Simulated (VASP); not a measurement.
Here is a VASP 6.6.1 calculation.

File INCAR:

```
SYSTEM = Ca8CO
ALGO = Normal
DIPOL = 0.5 0.5 0.287
EDIFF = 1E-6
ENCUT = 520
GGA = PE
IDIPOL = 3
ISIF = 2
ISMEAR = 0
LASPH = .True.
LCHARG = .False.
LDIPOL = .True.
LREAL = .False.
LWAVE = .False.
NBANDS = 56
NELM = 100
PREC = Accurate
SIGMA = 0.1
```

Contents of KPOINTS:

```
k-points
0
Gamma
  6 6 1
  0 0 0
```

File POSCAR:

```
Ca8CO
1.0
    7.8132359319      0.0000000000      0.0000000000
   -3.9066179659      6.7664608028      0.0000000000
    0.0000000000      0.0000000000     21.1477493937
Ca C O
8 1 1
Direct
    0.3333333333      0.1666666667      0.1891454228
    0.3333333333      0.6666666667      0.1891454228
    0.8333333333      0.1666666667      0.1891454228
    0.8333333333      0.6666666667      0.1891454228
    0.1666666667      0.3333333333      0.3308980669
    0.1666666667      0.8333333333      0.3308980669
    0.6666666667      0.3333333333      0.3308980669
    0.6666666667      0.8333333333      0.3308980669
    0.5000000000      0.0000000000      0.3682542879
    0.5000000000      0.0000000000      0.4226335970
```

Potentials or basis: VASP PAW PBE potentials, release 64 (Ca_sv, C, O).

The run is started by

```sh
$ cat potpaw_PBE.64/Ca_sv/POTCAR potpaw_PBE.64/C/POTCAR potpaw_PBE.64/O/POTCAR > POTCAR
$ mpirun -np 1 vasp_std > vasp.out
```

(1) What does it give for the band gap on the k mesh?

(2) Estimate the largest force.

Results:

(1) zero (bands 45 and 46 overlap by 0.11 eV).

(2) 7.649 eV/Å.
